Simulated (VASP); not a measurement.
# GaP (I-4m2) in VASP: notebook

GaP is run at these levels: r2SCAN, HSE06; tasks: single point.

All numbers are computed with VASP 6.6.1; they aren't measurements. Logs are shortened: lines on timing, memory, paths and dates and some standing lists are left out, and cuts for length are marked.

**1. The cell of the first run**

It takes space group I-4m2 (No. 119, tetragonal). Conventional cell: a = 4.008 Å, b = 4.008 Å, c = 5.261 Å, α = 90.00°, β = 90.00°, γ = 90.00°. Ga (site symmetry -4m2) has 4 P at 2.40 Å within 3.2 Å. P (site symmetry -4m2) has 4 Ga at 2.40 Å within 3.2 Å.

**2. Single point, r2SCAN (epitaxial xy strain +4.0%)**

POSCAR

```
GaP
1.0
    0.0000000000      2.8344152589      2.6306866610
    2.8344152589      0.0000000000      2.6306866610
    2.8344152589      2.8344152589      0.0000000000
Ga P
1 1
Direct
    0.0000000000      0.0000000000      0.0000000000
    0.2500000000      0.2500000000      0.2500000000
```

INCAR.step1

```
ALGO = Normal
EDIFF = 1E-4
ENCUT = 520
GGA = PE
ISMEAR = 0
LASPH = T
LCHARG = F
LREAL = F
LWAVE = T
NBANDS = 16
NELM = 80
PREC = Accurate
SIGMA = 0.01
```

INCAR.step2

```
ALGO = Normal
EDIFF = 1E-6
ENCUT = 520
ISIF = 2
ISMEAR = 0
ISTART = 1
LASPH = T
LCHARG = T
LELF = T
LMIXTAU = T
LREAL = F
LVHAR = T
LWAVE = F
METAGGA = R2SCAN
NBANDS = 16
NELM = 80
PREC = Accurate
SIGMA = 0.01
```

KPOINTS

```
k-points
0
Gamma
  8 8 8
```

Potentials or basis: VASP PAW PBE potentials, release 64 (Ga_d, P).

The run is started by

```
$ cat potpaw_PBE.64/Ga_d/POTCAR potpaw_PBE.64/P/POTCAR > POTCAR
$ cp INCAR.step1 INCAR
$ mpirun -np 1 vasp_std > vasp.out
$ cp INCAR.step2 INCAR
$ mpirun -np 1 vasp_std > vasp.out
```

OUTCAR:

```text
EDIFF = 1E-6
   ENCUT = 520
   ISIF = 2
   ISMEAR = 0
   ISTART = 1
   LASPH = T
   LREAL = F
   METAGGA = R2SCAN
   NELM = 80
   PREC = Accurate

 ion  position               nearest neighbor table
   1  0.000  0.000  0.000-   2 2.40   2 2.40   2 2.40   2 2.40
   2  0.250  0.250  0.250-   1 2.40   1 2.40   1 2.40   1 2.40

  LATTYP: Found a body centered tetragonal cell.
 ALAT       =     4.0084685005
 C/A-ratio  =     1.3125644673

  Lattice vectors:

 A1 = (   0.0000000000,  -2.8344152589,  -2.6306866610)
 A2 = (   0.0000000000,   2.8344152589,  -2.6306866610)
 A3 = (   2.8344152589,   0.0000000000,   2.6306866610)

Analysis of symmetry for initial positions (statically):
=====================================================================
 Subroutine PRICEL returns:
 Original cell was already a primitive cell.

 Routine SETGRP: Setting up the symmetry group for a
 body centered tetragonal supercell.

 Subroutine GETGRP returns: Found  8 space group operations
 (whereof  8 operations were pure point group operations)
 out of a pool of 16 trial point group operations.

The static configuration has the point symmetry D_2d.

Analysis of symmetry for dynamics (positions and initial velocities):
=====================================================================
 Subroutine PRICEL returns:
 Original cell was already a primitive cell.

 Routine SETGRP: Setting up the symmetry group for a
 body centered tetragonal supercell.

 Subroutine GETGRP returns: Found  8 space group operations
 (whereof  8 operations were pure point group operations)
 out of a pool of 16 trial point group operations.

The dynamic configuration has the point symmetry D_2d.

 Subroutine INISYM returns: Found  8 space group operations
 (whereof  8 operations are pure point group operations),
 and found     1 'primitive' translations

----------------------------------------------------------------------------------------

                                     Primitive cell

  volume of cell :      42.2694

  direct lattice vectors                    reciprocal lattice vectors
     0.000000000  2.834415259  2.630686661    -0.176403228  0.176403228  0.190064445
     2.834415259  0.000000000  2.630686661     0.176403228 -0.176403228  0.190064445
     2.834415259  2.834415259  0.000000000     0.176403228  0.176403228 -0.190064445

  length of vectors
     3.867094797  3.867094797  4.008468501     0.313625080  0.313625080  0.313625080

  position of ions in fractional coordinates (direct lattice)
     0.000000000  0.000000000  0.000000000
     0.250000000  0.250000000  0.250000000

  ion indices of the primitive-cell ions
   primitive index   ion index
                 1           1
                 2           2

----------------------------------------------------------------------------------------

 KPOINTS: k-points

Automatic generation of k-mesh.
 Grid dimensions read from file:
 generate k-points for:    8    8    8

 Generating k-lattice:

  Cartesian coordinates                     Fractional coordinates (reciprocal lattice)
    -0.022050403  0.022050403  0.023758056     0.125000000  0.000000000  0.000000000
     0.022050403 -0.022050403  0.023758056     0.000000000  0.125000000  0.000000000
     0.022050403  0.022050403 -0.023758056     0.000000000  0.000000000  0.125000000

  Length of vectors
     0.039203135  0.039203135  0.039203135

  Shift w.r.t. Gamma in fractional coordinates (k-lattice)
     0.000000000  0.000000000  0.000000000

 Subroutine IBZKPT returns following result:
 ===========================================

 Found     59 irreducible k-points:

 Following reciprocal coordinates:
            Coordinates               Weight
  0.000000  0.000000  0.000000      1.000000
  0.125000  0.000000  0.000000      8.000000
  0.250000  0.000000  0.000000      8.000000
  0.375000  0.000000  0.000000      8.000000
  0.500000  0.000000  0.000000      4.000000
  0.125000  0.125000  0.000000      2.000000
[... 16 lines left out ...]
  0.250000  0.000000  0.125000     16.000000
  0.375000  0.000000  0.125000     16.000000
 [... further k-points ...]
   k-points           NKPTS =     59   k-points in BZ     NKDIM =     59   number of bands    NBANDS=     16
   number of dos      NEDOS =    301   number of ions     NIONS =      2
   total plane-waves  NPLWV =  27000
   dimension x,y,z NGX =    30 NGY =   30 NGZ =   30
   dimension x,y,z NGXF=    60 NGYF=   60 NGZF=   60
   ions per type =               1   1
   NGX,Y,Z   is equivalent  to a cutoff of  12.90, 12.90, 12.44 a.u.
   NGXF,Y,Z  is equivalent  to a cutoff of  25.79, 25.79, 24.88 a.u.
 SYSTEM =  unknown system
   PREC   = accura    normal or accurate (medium, high low for compatibility)
   ISTART =      1    job   : 0-new  1-cont  2-samecut
   ICHARG =      0    charge: 1-file 2-atom 10-const
   ISPIN  =      1    spin polarized calculation?
   LNONCOLLINEAR =      F non collinear calculations
   LSORBIT =      F    spin-orbit coupling
   LASPH  =      T    aspherical Exc in radial PAW
   ENCUT  =  520.0 eV  38.22 Ry    6.18 a.u.   7.19  7.19  7.45*2*pi/ulx,y,z
   NELM   =     80;   NELMIN=  2; NELMDL=  0     # of ELM steps
   EDIFF  = 0.1E-05   stopping-criterion for ELM
   LREAL  =      F    real-space projection
   EDIFFG = 0.1E-04   stopping-criterion for IOM
   NSW    =      0    number of steps for IOM
   IBRION =     -1    ionic relax: 0-MD 1-quasi-New 2-CG
   NFREE  =      0    steps in history (QN), initial steepest desc. (CG)
   ISIF   =      2    stress and relaxation
   ISYM   =      2    0-nonsym 1-usesym 2-fastsym
   POTIM  = 0.5000    time-step for ionic-motion
   TEBEG  =    0.0;   TEEND  =   0.0 temperature during run
   PSTRESS=    0.0 pullay stress
   NELECT =      18.0000    total number of electrons
   NUPDOWN=      -1.0000    fix difference up-down
   EMIN   =  10.00;   EMAX   =-10.00  energy-range for DOS
   EFERMI =   0.00;   METHOD = LEGACY
   ISMEAR =     0;   SIGMA  =   0.01  broadening in eV -4-tet -1-fermi 0-gaus
   EFERMI_NEDOS =   21; number of points for ismear=-14 and -15
   IALGO  =     38    algorithm
   IMIX   =      4    mixing-type and parameters
     AMIX     =   0.40;   BMIX     =  1.00
     AMIX_MAG =   1.60;   BMIX_MAG =  1.00
  volume/ion in A,a.u.               =      21.13       142.62
  Fermi-wavevector in a.u.,A,eV,Ry     =   1.231658  2.327497 20.639802  1.516983
  Thomas-Fermi vector in A             =   2.366459
   LORBIT       =      0    0 simple, 1 ext, 2 COOP (PROOUT), +10 PAW based schemes
   METAGGA = R2SCAN    functional components
   LHFCALC =     F    Hartree Fock is set to
   AEXX    =    0.0000 exact exchange contribution
   IVDW    =     0    specifies the selected vdW correction
   LEPSILON=     F    determine dielectric tensor
   LRPA    =     F    only Hartree local field effects (RPA)
 non-spin polarized calculation
 Gauss-broadening in eV      SIGMA  =   0.01
  energy-cutoff  :      520.00
  volume of cell :       42.27
 maximum number of plane-waves:      1178
 NGX is ok and might be reduce to    30
   NGX = 15   NGY = 15   NGZ = 15

 number of electron      18.0000003 magnetization

 Free energy of the ion-electron system (eV)
  ---------------------------------------------------
  ext. energy  EPLUGINS =         0.00000000
  ---------------------------------------------------
  free energy    TOTEN  =       -21.40645176 eV

  energy without entropy =      -21.40645176  energy(sigma->0) =      -21.40645176

 E-fermi :   4.4108     XC(G=0): -10.3438

 val. band max:        4.2824092062   @ k =   0.0000   0.0000   0.0000
 cond. band min:       5.5306315178   @ k =   0.3750   0.3750   0.0000
 fundamental gap:      1.2482223116
 Fermi energy:         4.4107942916

 k-point     1 :       0.0000    0.0000    0.0000
  band No.  band energies     occupation
      1     -10.9079      2.00000
      2     -10.9078      2.00000
      3     -10.8870      2.00000
      4     -10.8114      2.00000
      5     -10.7955      2.00000
      6      -8.6532      2.00000
[... 8 lines left out ...]
     15      13.5917      0.00000
     16      14.7818      0.00000

 k-point     2 :       0.1250    0.0000    0.0000
  band No.  band energies     occupation
      1     -10.9165      2.00000
      2     -10.9034      2.00000
      3     -10.8871      2.00000
      4     -10.8117      2.00000
      5     -10.7948      2.00000
      6      -8.4520      2.00000
[... 8 lines left out ...]
     15      13.8158      0.00000
     16      14.3678      0.00000

 k-point     3 :       0.2500    0.0000    0.0000
  band No.  band energies     occupation
      1     -10.9426      2.00000
      2     -10.8938      2.00000
      3     -10.8804      2.00000
      4     -10.8117      2.00000
      5     -10.7918      2.00000
      6      -7.8839      2.00000
[... 8 lines left out ...]
     15      13.4550      0.00000
     16      14.7533      0.00000

 k-point     4 :       0.3750    0.0000    0.0000
  band No.  band energies     occupation
      1     -10.9678      2.00000
      2     -10.8863      2.00000
      3     -10.8737      2.00000
      4     -10.8101      2.00000
      5     -10.7867      2.00000
      6      -7.1017      2.00000
[... 8 lines left out ...]
     15      14.8729      0.00000
     16      14.9410      0.00000

 k-point     5 :       0.5000    0.0000    0.0000
  band No.  band energies     occupation
      1     -10.9778      2.00000
      2     -10.8838      2.00000
      3     -10.8715      2.00000
      4     -10.8087      2.00000
      5     -10.7838      2.00000
      6      -6.6345      2.00000
[... 8 lines left out ...]
     15      15.7915      0.00000
     16      16.5914      0.00000

 k-point     6 :       0.1250    0.1250    0.0000
  band No.  band energies     occupation
      1     -10.9105      2.00000
      2     -10.8991      2.00000
      3     -10.8990      2.00000
      4     -10.8161      2.00000
      5     -10.7917      2.00000
      6      -8.3614      2.00000
[... 8 lines left out ...]
     15      13.8799      0.00000
     16      14.7920      0.00000

 k-point     7 :       0.2500    0.1250    0.0000
  band No.  band energies     occupation
      1     -10.9388      2.00000
      2     -10.8889      2.00000
      3     -10.8867      2.00000
      4     -10.8199      2.00000
      5     -10.7876      2.00000
      6      -7.8939      2.00000
[... 8 lines left out ...]
     15      14.1939      0.00000
     16      15.6683      0.00000

 k-point     8 :       0.3750    0.1250    0.0000
  band No.  band energies     occupation
      1     -10.9654      2.00000
      2     -10.8804      2.00000
      3     -10.8761      2.00000
      4     -10.8198      2.00000
      5     -10.7832      2.00000
      6      -7.1555      2.00000
[... 8 lines left out ...]
     15      15.5247      0.00000
     16      15.5378      0.00000

 k-point     9 :       0.5000    0.1250    0.0000
  band No.  band energies     occupation
      1     -10.9790      2.00000
      2     -10.8773      2.00000
      3     -10.8707      2.00000
      4     -10.8152      2.00000
      5     -10.7826      2.00000
      6      -6.5260      2.00000
[... 8 lines left out ...]
     15      16.5033      0.00000
     16      16.7737      0.00000
[... 172 lines left out ...]
 k-point    19 :       0.5000    0.3750    0.0000
  band No.  band energies     occupation
      1     -11.0044      2.00000
      2     -10.8518      2.00000
      3     -10.8490      2.00000
      4     -10.8418      2.00000
      5     -10.7727      2.00000
      6      -5.7908      2.00000
[... 8 lines left out ...]
     15      16.4969      0.00000
     16      17.8361      0.00000

 k-point    20 :      -0.3750    0.3750    0.0000
  band No.  band energies     occupation
      1     -10.9975      2.00000
      2     -10.8576      2.00000
      3     -10.8531      2.00000
      4     -10.8334      2.00000
      5     -10.7782      2.00000
      6      -5.7050      2.00000
[... 8 lines left out ...]
     15      14.7981      0.00000
     16      19.6023      0.00000

 k-point    21 :       0.5000    0.5000    0.0000
  band No.  band energies     occupation
      1     -11.0121      2.00000
      2     -10.8487      2.00000
      3     -10.8441      2.00000
      4     -10.8441      2.00000
      5     -10.7696      2.00000
      6      -5.5535      2.00000
[... 8 lines left out ...]
     15      16.8142      0.00000
     16      17.4928      0.00000

 k-point    22 :       0.1250    0.0000    0.1250
  band No.  band energies     occupation
      1     -10.9277      2.00000
      2     -10.8984      2.00000
      3     -10.8801      2.00000
      4     -10.8106      2.00000
      5     -10.7961      2.00000
      6      -8.3969      2.00000
[... 8 lines left out ...]
     15      14.2903      0.00000
     16      14.7642      0.00000

 k-point    23 :       0.2500    0.0000    0.1250
  band No.  band energies     occupation
      1     -10.9478      2.00000
      2     -10.8890      2.00000
      3     -10.8742      2.00000
      4     -10.8111      2.00000
      5     -10.7950      2.00000
      6      -7.9597      2.00000
[... 8 lines left out ...]
     15      14.4424      0.00000
     16      15.7694      0.00000

 k-point    24 :       0.3750    0.0000    0.1250
  band No.  band energies     occupation
      1     -10.9682      2.00000
      2     -10.8821      2.00000
      3     -10.8689      2.00000
      4     -10.8104      2.00000
      5     -10.7914      2.00000
      6      -7.2348      2.00000
[... 8 lines left out ...]
     15      14.9701      0.00000
     16      15.8051      0.00000

 [... further k-points ...]
[... 5 lines left out ...]
  --------------------------------------------------------------------------------------
  -------------------------------------------------------------------------------------
  Total       -1.4187800     -1.4187800     -0.0186219      0.0000000      0.0000000      0.0000000
  in kB      -53.7773692    -53.7773692     -0.7058423      0.0000000      0.0000000      0.0000000
  external PRESSURE =     -36.0868602 kB  Pullay stress =       0.0000000 kB

 VOLUME and BASIS-vectors are now :
 -----------------------------------------------------------------------------
  energy-cutoff  :      520.00
  volume of cell :       42.27
      direct lattice vectors                 reciprocal lattice vectors
     0.000000000  2.834415259  2.630686661    -0.176403228  0.176403228  0.190064445
     2.834415259  0.000000000  2.630686661     0.176403228 -0.176403228  0.190064445
     2.834415259  2.834415259  0.000000000     0.176403228  0.176403228 -0.190064445

 POSITION                                       TOTAL-FORCE (eV/Angst)
 -----------------------------------------------------------------------------------
      0.00000      0.00000      0.00000        -0.000000     -0.000000     -0.000000
      1.41721      1.41721      1.31534         0.000000      0.000000      0.000000
 -----------------------------------------------------------------------------------
    total drift:                               -0.000013     -0.000013      0.000037

  FREE ENERGIE OF THE ION-ELECTRON SYSTEM (eV)
  ---------------------------------------------------
  free  energy   TOTEN  =       -21.4064517648 eV

  energy  without entropy=      -21.4064517648  energy(sigma->0) =      -21.40645176
```

Wall time 73 s (1 thread of Intel Xeon 6975P-C (Granite Rapids), shared host); peak memory 0.19 GiB.

What came out:

- Free energy: -21.4065 eV
- Pressure: -3.6 GPa
- Band gap on the k mesh: 1.25 eV (least direct gap 1.67 eV)

Caveat: the cell differs from its parent crystal (epitaxial xy strain +4.0%); the stress differs along the axes, from -5 to -0 GPa; the PAW data sets were made with another functional, which shifts forces and pressure a little. A k mesh can miss the band edges.

[end of part 1 of 2]
